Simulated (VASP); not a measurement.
# CaS (Fm-3m) in VASP: a series of runs

CaS is run at these levels: PBEsol; tasks: single point.

Program: VASP 6.6.1. These are calculated values, not measurements. Logs are shortened: lines on timing, memory, paths and dates and some standing lists are left out, and cuts for length are marked.

## Step 1: The cell of the first run

Symmetry: Fm-3m, No. 225, cubic system. Conventional cell: a = 6.145 Å, b = 6.145 Å, c = 6.145 Å, α = 90.00°, β = 90.00°, γ = 90.00°. Within 4.0 Å of Ca (site symmetry m-3m) lie 6 S at 3.07 Å. S (site symmetry m-3m) has 6 Ca at 3.07 Å within 4.0 Å.

## Step 2: Single point, PBEsol (Ba replaced by Ca, lengths x 0.927, strained)

INCAR

```
SYSTEM = CaS
ALGO = Normal
EDIFF = 1E-6
ENCUT = 500
GGA = PS
GGA_COMPAT = .FALSE.
ISIF = 2
ISMEAR = 0
LASPH = .TRUE.
LCHARG = .TRUE.
LELF = .TRUE.
LREAL = .FALSE.
LVHAR = .TRUE.
LWAVE = .FALSE.
NBANDS = 15
NELM = 120
PREC = Accurate
SIGMA = 0.1
```

KPOINTS

```
k-points
0
G
  6 6 6
  0 0 0
```

POSCAR

```
CaS
1.0
    0.0000000000      3.0726356943      3.0726356943
    3.0726356943      0.0000000000      3.0726356943
    3.0726356943      3.0726356943      0.0000000000
Ca S
1 1
Direct
    0.0000000000      0.0000000000      0.0000000000
    0.5000000000      0.5000000000      0.5000000000
```

Potentials or basis: VASP PAW PBE potentials, release 64 (Ca_sv, S).

The run is started by

```bash
cat potpaw_PBE.64/Ca_sv/POTCAR potpaw_PBE.64/S/POTCAR > POTCAR
mpirun -np 1 vasp_std > vasp.out
```

OUTCAR:

```text
SYSTEM = CaS
   EDIFF = 1E-6
   ENCUT = 500
   GGA = PS
   ISIF = 2
   ISMEAR = 0
   LASPH = .TRUE.
   LREAL = .FALSE.
   NELM = 120
   PREC = Accurate

 ion  position               nearest neighbor table
   1  0.000  0.000  0.000-
   2  0.500  0.500  0.500-

  LATTYP: Found a face centered cubic cell.
 ALAT       =     6.1452713886

  Lattice vectors:

 A1 = (   0.0000000000,   3.0726356943,   3.0726356943)
 A2 = (   3.0726356943,   0.0000000000,   3.0726356943)
 A3 = (   3.0726356943,   3.0726356943,   0.0000000000)

Analysis of symmetry for initial positions (statically):
=====================================================================
 Subroutine PRICEL returns:
 Original cell was already a primitive cell.

 Routine SETGRP: Setting up the symmetry group for a
 face centered cubic supercell.

 Subroutine GETGRP returns: Found 48 space group operations
 (whereof 48 operations were pure point group operations)
 out of a pool of 48 trial point group operations.

The static configuration has the point symmetry O_h .

Analysis of symmetry for dynamics (positions and initial velocities):
=====================================================================
 Subroutine PRICEL returns:
 Original cell was already a primitive cell.

 Routine SETGRP: Setting up the symmetry group for a
 face centered cubic supercell.

 Subroutine GETGRP returns: Found 48 space group operations
 (whereof 48 operations were pure point group operations)
 out of a pool of 48 trial point group operations.

The dynamic configuration has the point symmetry O_h .

 Subroutine INISYM returns: Found 48 space group operations
 (whereof 48 operations are pure point group operations),
 and found     1 'primitive' translations

----------------------------------------------------------------------------------------

                                     Primitive cell

  volume of cell :      58.0181

  direct lattice vectors                    reciprocal lattice vectors
     0.000000000  3.072635694  3.072635694    -0.162726743  0.162726743  0.162726743
     3.072635694  0.000000000  3.072635694     0.162726743 -0.162726743  0.162726743
     3.072635694  3.072635694  0.000000000     0.162726743  0.162726743 -0.162726743

  length of vectors
     4.345363071  4.345363071  4.345363071     0.281850987  0.281850987  0.281850987

  position of ions in fractional coordinates (direct lattice)
     0.000000000  0.000000000  0.000000000
     0.500000000  0.500000000  0.500000000

  ion indices of the primitive-cell ions
   primitive index   ion index
                 1           1
                 2           2

----------------------------------------------------------------------------------------

 KPOINTS: k-points

Automatic generation of k-mesh.
 Grid dimensions read from file:
 generate k-points for:    6    6    6

 Generating k-lattice:

  Cartesian coordinates                     Fractional coordinates (reciprocal lattice)
    -0.027121124  0.027121124  0.027121124     0.166666667  0.000000000  0.000000000
     0.027121124 -0.027121124  0.027121124     0.000000000  0.166666667  0.000000000
     0.027121124  0.027121124 -0.027121124     0.000000000  0.000000000  0.166666667

  Length of vectors
     0.046975165  0.046975165  0.046975165

  Shift w.r.t. Gamma in fractional coordinates (k-lattice)
     0.000000000  0.000000000  0.000000000

 Subroutine IBZKPT returns following result:
 ===========================================

 Found     16 irreducible k-points:

 Following reciprocal coordinates:
            Coordinates               Weight
  0.000000  0.000000  0.000000      1.000000
  0.166667  0.000000  0.000000      8.000000
  0.333333  0.000000  0.000000      8.000000
  0.500000  0.000000  0.000000      4.000000
  0.166667  0.166667  0.000000      6.000000
  0.333333  0.166667  0.000000     24.000000
[... 8 lines left out ...]
 -0.333333  0.333333  0.166667     24.000000
 -0.333333  0.500000  0.166667     12.000000
   k-points           NKPTS =     16   k-points in BZ     NKDIM =     16   number of bands    NBANDS=     15
   number of dos      NEDOS =    301   number of ions     NIONS =      2
   total plane-waves  NPLWV =  32768
   dimension x,y,z NGX =    32 NGY =   32 NGZ =   32
   dimension x,y,z NGXF=    64 NGYF=   64 NGZF=   64
   ions per type =               1   1
   NGX,Y,Z   is equivalent  to a cutoff of  12.24, 12.24, 12.24 a.u.
   NGXF,Y,Z  is equivalent  to a cutoff of  24.49, 24.49, 24.49 a.u.
 SYSTEM =  CaS
   PREC   = accura    normal or accurate (medium, high low for compatibility)
   ISTART =      0    job   : 0-new  1-cont  2-samecut
   ICHARG =      2    charge: 1-file 2-atom 10-const
   ISPIN  =      1    spin polarized calculation?
   LNONCOLLINEAR =      F non collinear calculations
   LSORBIT =      F    spin-orbit coupling
   LASPH  =      T    aspherical Exc in radial PAW
   ENCUT  =  500.0 eV  36.75 Ry    6.06 a.u.   7.92  7.92  7.92*2*pi/ulx,y,z
   NELM   =    120;   NELMIN=  2; NELMDL= -5     # of ELM steps
   EDIFF  = 0.1E-05   stopping-criterion for ELM
   LREAL  =      F    real-space projection
   EDIFFG = 0.1E-04   stopping-criterion for IOM
   NSW    =      0    number of steps for IOM
   IBRION =     -1    ionic relax: 0-MD 1-quasi-New 2-CG
   NFREE  =      0    steps in history (QN), initial steepest desc. (CG)
   ISIF   =      2    stress and relaxation
   ISYM   =      2    0-nonsym 1-usesym 2-fastsym
   POTIM  = 0.5000    time-step for ionic-motion
   TEBEG  =    0.0;   TEEND  =   0.0 temperature during run
   PSTRESS=    0.0 pullay stress
   NELECT =      16.0000    total number of electrons
   NUPDOWN=      -1.0000    fix difference up-down
   EMIN   =  10.00;   EMAX   =-10.00  energy-range for DOS
   EFERMI =   0.00;   METHOD = LEGACY
   ISMEAR =     0;   SIGMA  =   0.10  broadening in eV -4-tet -1-fermi 0-gaus
   EFERMI_NEDOS =   21; number of points for ismear=-14 and -15
   IALGO  =     38    algorithm
   IMIX   =      4    mixing-type and parameters
     AMIX     =   0.40;   BMIX     =  1.00
     AMIX_MAG =   1.60;   BMIX_MAG =  1.00
  volume/ion in A,a.u.               =      29.01       195.76
  Fermi-wavevector in a.u.,A,eV,Ry     =   1.065599  2.013690 15.449429  1.135501
  Thomas-Fermi vector in A             =   2.201156
   LORBIT       =      0    0 simple, 1 ext, 2 COOP (PROOUT), +10 PAW based schemes
   GGA     = PS    functional components
   LHFCALC =     F    Hartree Fock is set to
   AEXX    =    0.0000 exact exchange contribution
   IVDW    =     0    specifies the selected vdW correction
   LEPSILON=     F    determine dielectric tensor
   LRPA    =     F    only Hartree local field effects (RPA)
 non-spin polarized calculation
 Gauss-broadening in eV      SIGMA  =   0.10
  energy-cutoff  :      500.00
  volume of cell :       58.02
 maximum number of plane-waves:      1488
   NGX = 15   NGY = 15   NGZ = 15

 number of electron      16.0000002 magnetization

 Free energy of the ion-electron system (eV)
  ---------------------------------------------------
  ext. energy  EPLUGINS =         0.00000000
  ---------------------------------------------------
  free energy    TOTEN  =       -10.44341176 eV

  energy without entropy =      -10.44341176  energy(sigma->0) =      -10.44341176

 E-fermi :   1.7615     XC(G=0):  -8.5547

 val. band max:        1.2327990987   @ k =   0.0000   0.0000   0.0000
 cond. band min:       3.8338301099   @ k =   0.5000   0.5000   0.0000
 fundamental gap:      2.6010310112
 Fermi energy:         1.7615289525

 k-point     1 :       0.0000    0.0000    0.0000
  band No.  band energies     occupation
      1     -38.6209      2.00000
      2     -19.6488      2.00000
      3     -19.6488      2.00000
      4     -19.6488      2.00000
      5      -9.4504      2.00000
      6       1.2328      2.00000
      7       1.2328      2.00000
      8       1.2328      2.00000
      9       3.9721      0.00000
     10       5.2312      0.00000
     11       5.2312      0.00000
     12       5.2312      0.00000
     13       5.6736      0.00000
     14       5.6736      0.00000
     15      11.2771      0.00000

 k-point     2 :       0.1667    0.0000    0.0000
  band No.  band energies     occupation
      1     -38.6200      2.00000
      2     -19.6636      2.00000
      3     -19.6502      2.00000
      4     -19.6502      2.00000
      5      -9.3450      2.00000
      6       0.3621      2.00000
      7       0.9943      2.00000
      8       0.9943      2.00000
      9       4.7608      0.00000
     10       5.5160      0.00000
     11       5.5160      0.00000
     12       5.5225      0.00000
     13       6.1499      0.00000
     14       6.1499      0.00000
     15      10.8471      0.00000

 k-point     3 :       0.3333    0.0000    0.0000
  band No.  band energies     occupation
      1     -38.6184      2.00000
      2     -19.6928      2.00000
      3     -19.6531      2.00000
      4     -19.6531      2.00000
      5      -9.1213      2.00000
      6      -0.7604      2.00000
      7       0.6071      2.00000
      8       0.6071      2.00000
      9       5.2744      0.00000
     10       6.1779      0.00000
     11       6.1779      0.00000
     12       6.6191      0.00000
     13       7.2009      0.00000
     14       7.2009      0.00000
     15       9.7534      0.00000
[... 199 lines left out ...]
 k-point    15 :      -0.3333    0.3333    0.1667
  band No.  band energies     occupation
      1     -38.6167      2.00000
      2     -19.6910      2.00000
      3     -19.6747      2.00000
      4     -19.6630      2.00000
      5      -8.9968      2.00000
      6      -0.6063      2.00000
      7      -0.0459      2.00000
      8       0.3169      2.00000
      9       5.6835      0.00000
     10       5.7986      0.00000
     11       6.7989      0.00000
     12       6.8271      0.00000
     13       6.9553      0.00000
     14       8.6448      0.00000
     15       8.7353      0.00000

 k-point    16 :      -0.3333    0.5000    0.1667
  band No.  band energies     occupation
      1     -38.6165      2.00000
      2     -19.6882      2.00000
      3     -19.6745      2.00000
      4     -19.6694      2.00000
      5      -9.0075      2.00000
      6      -0.4276      2.00000
      7       0.1270      2.00000
      8       0.1736      2.00000
      9       4.7988      0.00000
     10       6.3354      0.00000
     11       6.4391      0.00000
     12       6.7529      0.00000
     13       7.0762      0.00000
     14       7.6390      0.00000
     15       9.7446      0.00000

------------------------ aborting loop because EDIFF is reached ----------------------------------------

  FORCE on cell =-STRESS in cart. coord.  units (eV):
  Direction    XX          YY          ZZ          XY          YZ          ZX
  --------------------------------------------------------------------------------------
  -------------------------------------------------------------------------------------
  Total       -3.3689498     -3.3689498     -3.3689498     -0.0000000      0.0000000      0.0000000
  in kB      -93.0340479    -93.0340479    -93.0340479     -0.0000000      0.0000000      0.0000000
  external PRESSURE =     -93.0340479 kB  Pullay stress =       0.0000000 kB

 VOLUME and BASIS-vectors are now :
 -----------------------------------------------------------------------------
  energy-cutoff  :      500.00
  volume of cell :       58.02
      direct lattice vectors                 reciprocal lattice vectors
     0.000000000  3.072635694  3.072635694    -0.162726743  0.162726743  0.162726743
     3.072635694  0.000000000  3.072635694     0.162726743 -0.162726743  0.162726743
     3.072635694  3.072635694  0.000000000     0.162726743  0.162726743 -0.162726743

 POSITION                                       TOTAL-FORCE (eV/Angst)
 -----------------------------------------------------------------------------------
      0.00000      0.00000      0.00000         0.000000     -0.000000     -0.000000
      3.07264      3.07264      3.07264        -0.000000      0.000000      0.000000
 -----------------------------------------------------------------------------------
    total drift:                                0.000000     -0.000000     -0.000000

  FREE ENERGIE OF THE ION-ELECTRON SYSTEM (eV)
  ---------------------------------------------------
  free  energy   TOTEN  =       -10.4434117602 eV

  energy  without entropy=      -10.4434117602  energy(sigma->0) =      -10.44341176
```

It took 16 s on 1 thread of AMD EPYC 7R13, shared host; peak memory 0.15 GiB.

What came out:

```yaml
Free_energy: -10.4434 eV
Pressure: -9.3 GPa
Band_gap_on_the_k_mesh: 2.60 eV, indirect (least direct gap 2.74 eV)
```

Levels at points of the mesh, in eV from the valence-band top:
```tsv
k point	band 6	band 7	band 8	band 9	band 10	band 11
(0.00, 0.00, 0.00)	0.00	0.00	0.00	2.74	4.00	4.00
(0.50, 0.00, 0.00)	-2.44	-0.79	-0.79	4.55	5.23	5.40
(0.50, 0.50, 0.00)	-1.86	-0.66	-0.66	2.60	4.79	5.05
```

Caveat: the cell differs from its parent crystal (Ba replaced by Ca, lengths x 0.927, strained); the PAW data sets were made with another functional, which shifts forces and pressure a little. A k mesh can miss the band edges.

## Step 3: Single point, PBEsol (Ba replaced by Ca, lengths x 0.927, strained)

INCAR

```
SYSTEM = CaS
  PREC = Accurate
  ENCUT = 500
  EDIFF = 1E-6
  ISMEAR = 0
  SIGMA = 0.02
  LREAL = .FALSE.
  LASPH = .TRUE.
  NELM = 120
  ALGO = Normal
  ISIF = 2
  LWAVE = .FALSE.
  LCHARG = .TRUE.
  GGA = PS
  LELF = .TRUE.
  LVHAR = .TRUE.
  NBANDS = 15
  GGA_COMPAT = .FALSE.
```

KPOINTS

```
Automatic mesh
0
G
  6 6 6
  0 0 0
```

POSCAR is that of step 2.

Potentials or basis: VASP PAW PBE potentials, release 64 (Ca_sv, S).

The run is started by

```bash
cat potpaw_PBE.64/Ca_sv/POTCAR potpaw_PBE.64/S/POTCAR > POTCAR
mpirun -np 1 vasp_std > vasp.out
```

Wall time 16 s (1 thread of AMD EPYC 7R13, shared host); peak memory 0.15 GiB.

Results (log left out):

* Free energy: -10.4434 eV
* Pressure: -9.3 GPa
* Band gap on the k mesh: 2.60 eV, indirect (least direct gap 2.74 eV)

Levels at points of the mesh, in eV from the valence-band top:
```
           k point  band 5  band 6  band 7  band 8  band 9  band 10  band 11  band 12
(0.00, 0.00, 0.00)  -10.68    0.00    0.00    0.00    2.74     4.00     4.00     4.00
(0.50, 0.00, 0.00)  -10.23   -2.44   -0.79   -0.79    4.55     5.23     5.40     5.40
(0.50, 0.50, 0.00)  -10.28   -1.86   -0.66   -0.66    2.60     4.79     5.05     5.69
```

Caveat: the cell differs from its parent crystal (Ba replaced by Ca, lengths x 0.927, strained); the PAW data sets were made with another functional, which shifts forces and pressure a little. A k mesh can miss the band edges.

## Step 4: Single point, PBEsol (Ba replaced by Ca, lengths x 0.927, strained)

INCAR

```
PREC = Accurate
ENCUT = 500
EDIFF = 1E-6
ISMEAR = 0
SIGMA = 0.02
LREAL = F
LASPH = T
NELM = 120
ALGO = Normal
ISIF = 2
LWAVE = F
LCHARG = F
GGA = PS
NBANDS = 15
GGA_COMPAT = F
```

KPOINTS

```
regular mesh
0
Gamma
  8 8 8
```

POSCAR

```
CaS
1.0
    0.0000000000      2.9656834143      2.9656834143
    2.9656834143      0.0000000000      2.9656834143
    2.9656834143      2.9656834143      0.0000000000
Ca S
1 1
Direct
    0.0000000000      0.0000000000      0.0000000000
    0.5000000000      0.5000000000      0.5000000000
```

The run is started by

```bash
cat potpaw_PBE.64/Ca_sv/POTCAR potpaw_PBE.64/S/POTCAR > POTCAR
mpirun -np 1 vasp_std > vasp.out
```

Wall time 20 s (1 thread of Intel Xeon Platinum 8375C at 2.90GHz (Ice Lake), shared host); peak memory 0.18 GiB.

Results (log left out):

- Free energy: -10.7411 eV
- Pressure: -6.8 GPa
- Band gap on the k mesh: 2.47 eV, indirect (least direct gap 3.21 eV)

Levels at points of the mesh, in eV from the valence-band top:
```
           k point  band 4  band 5  band 6  band 7  band 8  band 9  band 10  band 11  band 12  band 13
(0.00, 0.00, 0.00)  -20.48  -10.96    0.00    0.00    0.00    3.27     4.08     4.08     4.08     4.60
(0.50, 0.00, 0.00)  -20.49  -10.36   -2.75   -0.95   -0.95    4.80     5.60     5.77     5.77     7.39
(0.50, 0.50, 0.00)  -20.51  -10.45   -2.07   -0.73   -0.73    2.47     5.29     5.32     6.18     6.29
```

Caveat: the cell differs from its parent crystal (Ba replaced by Ca, lengths x 0.927, strained); the PAW data sets were made with another functional, which shifts forces and pressure a little. A k mesh can miss the band edges.

## Step 5: Summary

```tsv
cell	k mesh	smearing	gap on the mesh (eV)	pressure (GPa)
a = 4.345 Å, angles 60.0°, 2 atoms	6 × 6 × 6	gaussian 0.1 eV	2.60	-9.3
a = 4.345 Å, angles 60.0°, 2 atoms	6 × 6 × 6	gaussian 0.02 eV	2.60	-9.3
a = 4.194 Å, angles 60.0°, 2 atoms	8 × 8 × 8	gaussian 0.02 eV	2.47	-6.8
```

Alike in all rows: task single point; level PBEsol; potentials or basis VASP PAW PBE potentials, release 64 (Ca_sv, S); no spin polarisation; cutoff (eV) 500.

Caveats: the PAW data sets were made with another functional, which shifts forces and pressure a little.

Total energies depend on the potentials used, so only differences within one code and one set of settings carry meaning.
